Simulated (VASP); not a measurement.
# Te (P3_121) in VASP: further runs, part 2 of 2

VASP 6.6.1. The steps go on from the part before.

## 4. Single point, r2SCAN

POSCAR

```
Te
1.0
    4.6324895870      0.0000000000      0.0000000000
   -2.3162447935      4.0118536651      0.0000000000
    0.0000000000      0.0000000000      5.8869033494
Te
3
Direct
    0.2535874851      0.0000000000      0.3333333333
    1.0000000000      0.2535874851      0.6666666667
    0.7464125149      0.7464125149      0.0000000000
```

INCAR.step1

```
ALGO = Normal ; EDIFF = 1E-4
ENCUT = 520 ; GGA = PE
ISMEAR = 1 ; LASPH = True
LCHARG = False ; LREAL = False
LWAVE = True ; NBANDS = 16
NELM = 80 ; PREC = Accurate
SIGMA = 0.2
```

INCAR.step2

```
ALGO = Normal ; EDIFF = 1E-7
ENCUT = 520 ; ISIF = 2
ISMEAR = 1 ; ISTART = 1
LASPH = True ; LCHARG = False
LMIXTAU = True ; LREAL = False
LWAVE = False ; METAGGA = R2SCAN
NBANDS = 16 ; NELM = 80
PREC = Accurate ; SIGMA = 0.2
```

KPOINTS

```
k-points
0
Gamma
  8 8 6
```

Potentials or basis: VASP PAW PBE potentials, release 64 (Te).

The run is started by

```bash
$ cat potpaw_PBE.64/Te/POTCAR > POTCAR
$ cp INCAR.step1 INCAR
$ mpirun -np 1 vasp_std > vasp.out
$ cp INCAR.step2 INCAR
$ mpirun -np 1 vasp_std > vasp.out
```

OUTCAR:

```text
EDIFF = 1E-7
   ENCUT = 520
   ISIF = 2
   ISMEAR = 1
   ISTART = 1
   LASPH = True
   LREAL = False
   METAGGA = R2SCAN
   NELM = 80
   PREC = Accurate

 ion  position               nearest neighbor table
   1  0.254  0.000  0.333-   3 2.83   2 2.83   3 3.62   3 3.62   2 3.62   2 3.62
   2  0.000  0.254  0.667-   3 2.83   1 2.83   3 3.62   3 3.62   1 3.62   1 3.62
   3  0.746  0.746  0.000-   2 2.83   1 2.83   1 3.62   2 3.62   2 3.62   1 3.62

  LATTYP: Found a hexagonal cell.
 ALAT       =     4.6324895870
 C/A-ratio  =     1.2707860944

  Lattice vectors:

 A1 = (   4.6324895870,   0.0000000000,   0.0000000000)
 A2 = (  -2.3162447935,   4.0118536651,   0.0000000000)
 A3 = (   0.0000000000,   0.0000000000,   5.8869033494)

Analysis of symmetry for initial positions (statically):
=====================================================================
 Subroutine PRICEL returns:
 Original cell was already a primitive cell.

 Routine SETGRP: Setting up the symmetry group for a
 hexagonal supercell.

 Subroutine GETGRP returns: Found  6 space group operations
 (whereof  2 operations were pure point group operations)
 out of a pool of 24 trial point group operations.

The static configuration has the point symmetry C_2 .
 The point group associated with its full space group is D_3 .

Analysis of symmetry for dynamics (positions and initial velocities):
=====================================================================
 Subroutine PRICEL returns:
 Original cell was already a primitive cell.

 Routine SETGRP: Setting up the symmetry group for a
 hexagonal supercell.

 Subroutine GETGRP returns: Found  6 space group operations
 (whereof  2 operations were pure point group operations)
 out of a pool of 24 trial point group operations.

[... 113 lines left out ...]
   PSTRESS=    0.0 pullay stress
   NELECT =      18.0000    total number of electrons
   NUPDOWN=      -1.0000    fix difference up-down
   EMIN   =  10.00;   EMAX   =-10.00  energy-range for DOS
   EFERMI =   0.00;   METHOD = LEGACY
   ISMEAR =     1;   SIGMA  =   0.20  broadening in eV -4-tet -1-fermi 0-gaus
   EFERMI_NEDOS =   21; number of points for ismear=-14 and -15
   IALGO  =     38    algorithm
   IMIX   =      4    mixing-type and parameters
     AMIX     =   0.40;   BMIX     =  1.00
     AMIX_MAG =   1.60;   BMIX_MAG =  1.00
  volume/ion in A,a.u.               =      36.47       246.11
  Fermi-wavevector in a.u.,A,eV,Ry     =   0.897050  1.695179 10.948601  0.804699
  Thomas-Fermi vector in A             =   2.019586
   LORBIT       =      0    0 simple, 1 ext, 2 COOP (PROOUT), +10 PAW based schemes
   METAGGA = R2SCAN    functional components
   LHFCALC =     F    Hartree Fock is set to
   AEXX    =    0.0000 exact exchange contribution
   IVDW    =     0    specifies the selected vdW correction
   LEPSILON=     F    determine dielectric tensor
   LRPA    =     F    only Hartree local field effects (RPA)
 non-spin polarized calculation
 Methfessel and Paxton  Order N= 1 SIGMA  =   0.20
  energy-cutoff  :      520.00
  volume of cell :      109.41
 maximum number of plane-waves:      2986
 NGX is ok and might be reduce to    36
   NGX = 17   NGY = 17   NGZ = 21

 number of electron      17.9999999 magnetization

 Free energy of the ion-electron system (eV)
  ---------------------------------------------------
  ext. energy  EPLUGINS =         0.00000000
  ---------------------------------------------------
  free energy    TOTEN  =       -76.24596075 eV

  energy without entropy =      -76.24710749  energy(sigma->0) =      -76.24634300

 E-fermi :   5.0207     XC(G=0):  -9.1240

 val. band max:        4.9119429656   @ k =   0.3750   0.2500   0.5000
 cond. band min:       5.6899435523   @ k =   0.0000   0.0000   0.5000
 fundamental gap:      0.7780005867
 Fermi energy:         5.0207159420

 k-point     1 :       0.0000    0.0000    0.0000
  band No.  band energies     occupation
      1      -8.9570      2.00000
      2      -5.5363      2.00000
      3      -5.5363      2.00000
      4       1.6820      2.00000
      5       1.9067      2.00000
      6       1.9067      2.00000
[... 433 lines left out ...]
      3      -5.2951      2.00000
      4       0.0428      2.00000
      5       0.5274      2.00000
      6       1.6287      2.00000
[... 8 lines left out ...]
     15      12.8219      0.00000
     16      13.3310      0.00000

 [... further k-points ...]
[... 5 lines left out ...]
  --------------------------------------------------------------------------------------
  -------------------------------------------------------------------------------------
  Total       -0.0156495     -0.0156495      0.0934076      0.0000000      0.0000000      0.0000000
  in kB       -0.2291743     -0.2291743      1.3678741      0.0000000      0.0000000      0.0000000
  external PRESSURE =       0.3031752 kB  Pullay stress =       0.0000000 kB

 VOLUME and BASIS-vectors are now :
 -----------------------------------------------------------------------------
  energy-cutoff  :      520.00
  volume of cell :      109.41
      direct lattice vectors                 reciprocal lattice vectors
     4.632489587  0.000000000  0.000000000     0.215866648  0.124630667  0.000000000
    -2.316244794  4.011853665  0.000000000     0.000000000  0.249261335  0.000000000
     0.000000000  0.000000000  5.886903349     0.000000000  0.000000000  0.169868595

 POSITION                                       TOTAL-FORCE (eV/Angst)
 -----------------------------------------------------------------------------------
      1.17474      0.00000      1.96230         0.019298     -0.000000      0.000000
     -0.58737      1.01736      3.92460        -0.009649      0.016713     -0.000000
      1.72887      2.99450      0.00000        -0.009649     -0.016713     -0.000000
 -----------------------------------------------------------------------------------
    total drift:                               -0.000000     -0.000000      0.000000

  FREE ENERGIE OF THE ION-ELECTRON SYSTEM (eV)
  ---------------------------------------------------
  free  energy   TOTEN  =       -76.2459607545 eV

  energy  without entropy=      -76.2471074945  energy(sigma->0) =      -76.24634300
```

Wall time 4.9 min (1 thread of Intel Xeon Platinum 8259CL at 2.50GHz (Skylake/Cascade Lake), shared host); peak memory 0.28 GiB.

What came out:

```
Free energy            : -76.2460 eV
Pressure               : 0.0 GPa
Largest force          : 0.019 eV/Å
Band gap on the k mesh : 0.78 eV, indirect (the least direct gap lies 0.4 meV higher)
```

Forces in eV/Å, atoms in the order of the input:
```
Te   0.019  0.000  0.000
Te  -0.010  0.017  0.000
Te  -0.010 -0.017  0.000
```

Stress tensor (GPa, compression positive):
```
-0.02  0.00  0.00
 0.00 -0.02  0.00
 0.00  0.00  0.14
```

Caveat: the PAW data sets were made with another functional, which shifts forces and pressure a little; spin-orbit coupling is left out, which moves the levels of the heavy elements.

## 5. Single point, r2SCAN

POSCAR is that of step 4.

INCAR.step1

```
  ALGO = Normal
  EDIFF = 1E-4
  ENCUT = 520
  GGA = PE
  ISMEAR = 1
  LASPH = T
  LCHARG = F
  LREAL = F
  LWAVE = T
  NBANDS = 16
  NELM = 80
  PREC = Accurate
  SIGMA = 1.0
```

INCAR.step2

```
  ALGO = Normal
  EDIFF = 1E-6
  ENCUT = 520
  ISIF = 2
  ISMEAR = 1
  ISTART = 1
  LASPH = T
  LCHARG = F
  LMIXTAU = T
  LREAL = F
  LWAVE = F
  METAGGA = R2SCAN
  NBANDS = 16
  NELM = 80
  PREC = Accurate
  SIGMA = 1.0
```

KPOINTS is that of step 4.

The run is started by

```bash
$ cat potpaw_PBE.64/Te/POTCAR > POTCAR
$ cp INCAR.step1 INCAR
$ mpirun -np 1 vasp_std > vasp.out
$ cp INCAR.step2 INCAR
$ mpirun -np 1 vasp_std > vasp.out
```

Wall time 4.4 min (1 thread of Intel Xeon Platinum 8259CL at 2.50GHz (Skylake/Cascade Lake), shared host); peak memory 0.28 GiB.

The run converged. Its results:

* Free energy: -76.1215 eV
* Pressure: -0.3 GPa
* Largest force: 0.043 eV/Å
* Band gap on the k mesh: 0.78 eV, indirect (the least direct gap lies 0.4 meV higher)

Forces in eV/Å, atoms in the order of the input:
```
Te  -0.043  0.000  0.000
Te   0.021 -0.037  0.000
Te   0.021  0.037  0.000
```

Levels at points of the mesh, in eV from the valence-band top:
```csv
k point,band 7,band 8,band 9,band 10,band 11,band 12
"(0.00, 0.00, 0.00)",-1.69,-1.69,-0.66,1.24,1.24,1.74
"(0.50, 0.00, 0.00)",-3.12,-1.25,-0.92,1.29,1.45,3.76
"(0.00, 0.00, 0.50)",-1.36,-1.23,-1.23,0.78,0.86,0.86
"(0.50, 0.00, 0.50)",-2.18,-1.80,-0.10,1.18,2.16,2.62
```

Caveat: the PAW data sets were made with another functional, which shifts forces and pressure a little; spin-orbit coupling is left out, which moves the levels of the heavy elements. r2SCAN opens gaps a little over a GGA but as a rule still falls short of measured ones.

## 6. Single point, r2SCAN

POSCAR is that of step 5.

INCAR.step1

```
SYSTEM = Te
PREC = Accurate
ENCUT = 520
ISMEAR = -1
SIGMA = 0.05
LREAL = .False.
LASPH = .True.
NELM = 100
NBANDS = 16
GGA = PE
ALGO = Normal
EDIFF = 1E-4
LWAVE = .True.
LCHARG = .False.
```

INCAR.step2

```
SYSTEM = Te
PREC = Accurate
ENCUT = 520
EDIFF = 1E-6
ISMEAR = -1
SIGMA = 0.05
LREAL = .False.
LASPH = .True.
NELM = 100
ALGO = Normal
ISIF = 2
LWAVE = .False.
LCHARG = .False.
METAGGA = R2SCAN
LMIXTAU = .True.
NBANDS = 16
ISTART = 1
```

KPOINTS

```
regular mesh
0
Gamma
  11 11 8
  0 0 0
```

Potentials or basis: VASP PAW PBE potentials, release 64 (Te).

The run is started by

```bash
$ cat potpaw_PBE.64/Te/POTCAR > POTCAR
$ cp INCAR.step1 INCAR
$ mpirun -np 1 vasp_std > vasp.out
$ cp INCAR.step2 INCAR
$ mpirun -np 1 vasp_std > vasp.out
```

OUTCAR:

```text
SYSTEM = Te
   PREC = Accurate
   ENCUT = 520
   EDIFF = 1E-6
   ISMEAR = -1
   LREAL = .False.
   LASPH = .True.
   NELM = 100
   ISIF = 2
   METAGGA = R2SCAN
   ISTART = 1

 ion  position               nearest neighbor table
   1  0.254  0.000  0.333-   3 2.83   2 2.83   3 3.62   3 3.62   2 3.62   2 3.62
   2  0.000  0.254  0.667-   3 2.83   1 2.83   3 3.62   3 3.62   1 3.62   1 3.62
   3  0.746  0.746  0.000-   2 2.83   1 2.83   1 3.62   2 3.62   2 3.62   1 3.62

  LATTYP: Found a hexagonal cell.
 ALAT       =     4.6324895870
 C/A-ratio  =     1.2707860944

  Lattice vectors:

 A1 = (   4.6324895870,   0.0000000000,   0.0000000000)
 A2 = (  -2.3162447935,   4.0118536651,   0.0000000000)
 A3 = (   0.0000000000,   0.0000000000,   5.8869033494)

Analysis of symmetry for initial positions (statically):
=====================================================================
 Subroutine PRICEL returns:
 Original cell was already a primitive cell.

 Routine SETGRP: Setting up the symmetry group for a
 hexagonal supercell.

 Subroutine GETGRP returns: Found  6 space group operations
 (whereof  2 operations were pure point group operations)
 out of a pool of 24 trial point group operations.

The static configuration has the point symmetry C_2 .
 The point group associated with its full space group is D_3 .

Analysis of symmetry for dynamics (positions and initial velocities):
=====================================================================
 Subroutine PRICEL returns:
 Original cell was already a primitive cell.

 Routine SETGRP: Setting up the symmetry group for a
 hexagonal supercell.

 Subroutine GETGRP returns: Found  6 space group operations
 (whereof  2 operations were pure point group operations)
 out of a pool of 24 trial point group operations.

The dynamic configuration has the point symmetry C_2 .
 The point group associated with its full space group is D_3 .

 Subroutine INISYM returns: Found  6 space group operations
 (whereof  2 operations are pure point group operations),
[... 112 lines left out ...]
   EFERMI =   0.00;   METHOD = LEGACY
   ISMEAR =    -1;   SIGMA  =   0.05  broadening in eV -4-tet -1-fermi 0-gaus
   EFERMI_NEDOS =   21; number of points for ismear=-14 and -15
   IALGO  =     38    algorithm
   IMIX   =      4    mixing-type and parameters
     AMIX     =   0.40;   BMIX     =  1.00
     AMIX_MAG =   1.60;   BMIX_MAG =  1.00
  volume/ion in A,a.u.               =      36.47       246.11
  Fermi-wavevector in a.u.,A,eV,Ry     =   0.897050  1.695179 10.948601  0.804699
  Thomas-Fermi vector in A             =   2.019586
   LORBIT       =      0    0 simple, 1 ext, 2 COOP (PROOUT), +10 PAW based schemes
   METAGGA = R2SCAN    functional components
   LHFCALC =     F    Hartree Fock is set to
   AEXX    =    0.0000 exact exchange contribution
   IVDW    =     0    specifies the selected vdW correction
   LEPSILON=     F    determine dielectric tensor
   LRPA    =     F    only Hartree local field effects (RPA)
 non-spin polarized calculation
  energy-cutoff  :      520.00
  volume of cell :      109.41
 maximum number of plane-waves:      2986
 NGX is ok and might be reduce to    36
   NGX = 17   NGY = 17   NGZ = 21

 number of electron      17.9999999 magnetization

 Free energy of the ion-electron system (eV)
  ---------------------------------------------------
  ext. energy  EPLUGINS =         0.00000000
  ---------------------------------------------------
  free energy    TOTEN  =       -76.24635885 eV

  energy without entropy =      -76.24634388  energy(sigma->0) =      -76.24635136

 E-fermi :   5.2648     XC(G=0):  -9.1240

 val. band max:        4.9095098834   @ k =   0.3636   0.2727   0.5000
 cond. band min:       5.6028447463   @ k =   0.3636   0.2727   0.5000
 fundamental gap:      0.6933348628
 Fermi energy:         5.2648320355

 k-point     1 :       0.0000    0.0000    0.0000
  band No.  band energies     occupation
      1      -8.9570      2.00000
      2      -5.5363      2.00000
      3      -5.5363      2.00000
      4       1.6820      2.00000
      5       1.9067      2.00000
      6       1.9067      2.00000
[... 433 lines left out ...]
      3      -5.2974      2.00000
      4       0.3361      2.00000
      5       0.7659      2.00000
      6       1.6286      2.00000
[... 8 lines left out ...]
     15      12.4417      0.00000
     16      12.5679      0.00000

 [... further k-points ...]
[... 5 lines left out ...]
  --------------------------------------------------------------------------------------
  -------------------------------------------------------------------------------------
  Total       -0.0127063     -0.0127063      0.0911892      0.0000000      0.0000000      0.0000000
  in kB       -0.1860725     -0.1860725      1.3353884      0.0000000      0.0000000      0.0000000
  external PRESSURE =       0.3210811 kB  Pullay stress =       0.0000000 kB

 VOLUME and BASIS-vectors are now :
 -----------------------------------------------------------------------------
  energy-cutoff  :      520.00
  volume of cell :      109.41
      direct lattice vectors                 reciprocal lattice vectors
     4.632489587  0.000000000  0.000000000     0.215866648  0.124630667  0.000000000
    -2.316244794  4.011853665  0.000000000     0.000000000  0.249261335  0.000000000
     0.000000000  0.000000000  5.886903349     0.000000000  0.000000000  0.169868595

 POSITION                                       TOTAL-FORCE (eV/Angst)
 -----------------------------------------------------------------------------------
      1.17474      0.00000      1.96230         0.019530      0.000000     -0.000000
     -0.58737      1.01736      3.92460        -0.009765      0.016913     -0.000000
      1.72887      2.99450      0.00000        -0.009765     -0.016913      0.000000
 -----------------------------------------------------------------------------------
    total drift:                               -0.000000     -0.000000      0.000000

  FREE ENERGIE OF THE ION-ELECTRON SYSTEM (eV)
  ---------------------------------------------------
  free  energy   TOTEN  =       -76.2463588491 eV

  energy  without entropy=      -76.2463438796  energy(sigma->0) =      -76.24635136
```

OUTCAR.step1:

```text
SYSTEM = Te
   PREC = Accurate
   ENCUT = 520
   ISMEAR = -1
   LREAL = .False.
   LASPH = .True.
   NELM = 100
[... 682 lines left out ...]
      1.17474      0.00000      1.96230         0.263962     -0.000000      0.000000
     -0.58737      1.01736      3.92460        -0.131981      0.228598     -0.000000
      1.72887      2.99450      0.00000        -0.131981     -0.228598     -0.000000
 -----------------------------------------------------------------------------------
    total drift:                                0.000000     -0.000000      0.000000

  FREE ENERGIE OF THE ION-ELECTRON SYSTEM (eV)
  ---------------------------------------------------
  free  energy   TOTEN  =        -9.4087265056 eV

  energy  without entropy=       -9.4086665630  energy(sigma->0) =       -9.40869653
```

It took 21 min on 1 thread of Oxide Virtual Turin-like, shared host; peak memory 0.31 GiB.

Results:

- Free energy: -76.2464 eV
- Pressure: 0.0 GPa
- Largest force: 0.020 eV/Å
- Band gap on the k mesh: 0.69 eV, direct

Forces in eV/Å, atoms in the order of the input:
```
Te   0.020  0.000  0.000
Te  -0.010  0.017  0.000
Te  -0.010 -0.017  0.000
```

Levels at points of the mesh, in eV from the valence-band top:
```tsv
k point	band 5	band 6	band 7	band 8	band 9	band 10	band 11	band 12	band 13	band 14
(0.00, 0.00, 0.00)	-3.00	-3.00	-1.69	-1.69	-0.66	1.24	1.24	1.74	5.44	5.44
(0.00, 0.00, 0.50)	-2.79	-2.79	-1.36	-1.23	-1.23	0.78	0.87	0.87	4.77	5.85
```

Caveat: the PAW data sets were made with another functional, which shifts forces and pressure a little; spin-orbit coupling is left out, which moves the levels of the heavy elements. r2SCAN opens gaps a little over a GGA but as a rule still falls short of measured ones.

## 7. The runs side by side

```tsv
k mesh	smearing	gap on the mesh (eV)	pressure (GPa)	largest force (eV/Å)
8 × 8 × 6	fermi-dirac 0.05 eV	0.78	0.0	0.02
8 × 8 × 6	gaussian 0.01 eV	0.78	0.0	0.02
8 × 8 × 6	methfessel-paxton 0.2 eV	0.78	0.0	0.02
8 × 8 × 6	methfessel-paxton 1 eV	0.78	-0.3	0.04
11 × 11 × 8	fermi-dirac 0.05 eV	0.69	0.0	0.02
```

Alike in all rows: task single point; level r2SCAN; potentials or basis VASP PAW PBE potentials, release 64 (Te); no spin polarisation; cell as given; cutoff (eV) 520.

On the cell as given the gap runs from 0.69 eV (r2SCAN) to 0.78 eV (r2SCAN); the meshes differ, which moves gaps too.

Caveats: the PAW data sets were made with another functional, which shifts forces and pressure a little; spin-orbit coupling is left out, which moves the levels of the heavy elements.

Absolute energies hang on the potentials; compare differences alone.
